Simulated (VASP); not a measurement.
Wanted: the native input for a VASP 6.6.1 run.

- Task: single point
- Functional: PBEsol
- Potentials or basis: VASP PAW PBE potentials, release 64 (Ag)
- Cutoff: 520 eV
- k mesh: 10 × 10 × 10
- Occupations: fermi-dirac, width 0.05 eV
- Spin: no spin polarisation
- Dipole correction: no
- Further INCAR settings: ALGO = Normal; EDIFF = 1e-06; NBANDS = 24

The structure of Ag lies in POSCAR:

```
Ag
1.0
    1.3624373029      0.7866035436      6.6267872028
   -1.3624373029      0.7866035436      6.6267872028
    0.0000000000     -1.5732070871      6.6267872028
Ag
3
Direct
    0.2223616211      0.2223616211      0.2223616211
    0.7776383789      0.7776383789      0.7776383789
    0.0000000000      0.0000000000      0.0000000000
```

The input as run:

INCAR

```
ALGO = Normal
EDIFF = 1E-6
ENCUT = 520
GGA = PS
ISIF = 2
ISMEAR = -1
LASPH = T
LCHARG = F
LREAL = F
LWAVE = F
NBANDS = 24
NELM = 80
PREC = Accurate
SIGMA = 0.05
```

KPOINTS

```
k-points
0
Gamma
  10 10 10
```

Potentials or basis: VASP PAW PBE potentials, release 64 (Ag).

Command:

```bash
$ cat potpaw_PBE.64/Ag/POTCAR > POTCAR
$ mpirun -np 1 vasp_std > vasp.out
```

It gave:

- Pressure: 29.5 GPa

Caveat: the PAW data sets were made with another functional, which shifts forces and pressure a little.

It took 4.8 min on 1 thread of Intel(R) Xeon(R) 6975P-C (Granite Rapids) (shared host), peak memory 0.42 GiB.
